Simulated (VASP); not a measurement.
Write the native input for VASP 6.6.1 that does the following.

```
Task                   : single point
Functional             : r2SCAN
Potentials or basis    : VASP PAW PBE potentials, release 64 (Ba_sv, Hf_pv, O)
Cutoff                 : 520 eV
k mesh                 : 6 × 6 × 6
Occupations            : gaussian, width 0.01 eV
Spin                   : no spin polarisation
Dipole correction      : no
Further INCAR settings : ALGO = Normal; EDIFF = 1e-06; NBANDS = 27
```

The system is BaHfO3.

```
CELL_PARAMETERS angstrom
4.13529 0.00000 0.00000
0.00000 4.17706 0.00000
0.00000 0.00000 4.17706
ATOMIC_POSITIONS crystal
Ba 0.00000 0.00000 0.00000
Hf 0.50000 0.50000 0.50000
O 0.50000 0.50000 0.00000
O 0.50000 0.00000 0.50000
O 0.00000 0.50000 0.50000
```

This cell differs from its parent crystal: uniaxial x strain -1.0%.

One way to write it, as run:

POSCAR

```
BaHfO3
1.0
    4.1352881831      0.0000000000      0.0000000000
    0.0000000000      4.1770587708      0.0000000000
    0.0000000000      0.0000000000      4.1770587708
Ba Hf O
1 1 3
Direct
    0.0000000000      0.0000000000      0.0000000000
    0.5000000000      0.5000000000      0.5000000000
    0.5000000000      0.5000000000      0.0000000000
    0.5000000000      0.0000000000      0.5000000000
    0.0000000000      0.5000000000      0.5000000000
```

INCAR.step1

```
PREC = Accurate
ENCUT = 520
ISMEAR = 0
SIGMA = 0.01
LREAL = False
LASPH = True
NELM = 100
NBANDS = 27
GGA = PE
ALGO = Normal
EDIFF = 1E-4
LWAVE = True
LCHARG = False
```

INCAR.step2

```
PREC = Accurate
ENCUT = 520
EDIFF = 1E-6
ISMEAR = 0
SIGMA = 0.01
LREAL = False
LASPH = True
NELM = 100
ALGO = Normal
ISIF = 2
LWAVE = False
LCHARG = True
METAGGA = R2SCAN
LMIXTAU = True
LELF = True
LVHAR = True
NBANDS = 27
ISTART = 1
```

KPOINTS

```
Automatic mesh
0
Gamma
  6 6 6
```

Potentials or basis: VASP PAW PBE potentials, release 64 (Ba_sv, Hf_pv, O).

Run with:

```console
$ cat potpaw_PBE.64/Ba_sv/POTCAR potpaw_PBE.64/Hf_pv/POTCAR potpaw_PBE.64/O/POTCAR > POTCAR
$ cp INCAR.step1 INCAR
$ mpirun -np 1 vasp_std > vasp.out
$ cp INCAR.step2 INCAR
$ mpirun -np 1 vasp_std > vasp.out
```

Results of the run:

| Item | Value |
| --- | --- |
| Pressure | 1.1 GPa |
| Band gap on the k mesh | 4.09 eV (least direct gap 4.31 eV) |

Caveat: the cell differs from its parent crystal (uniaxial x strain -1.0%); the PAW data sets were made with another functional, which shifts forces and pressure a little; spin-orbit coupling is left out, which moves the levels of the heavy elements.

It took 3 min on 1 thread of Intel Xeon 8259CL (shared host), peak memory 0.24 GiB.
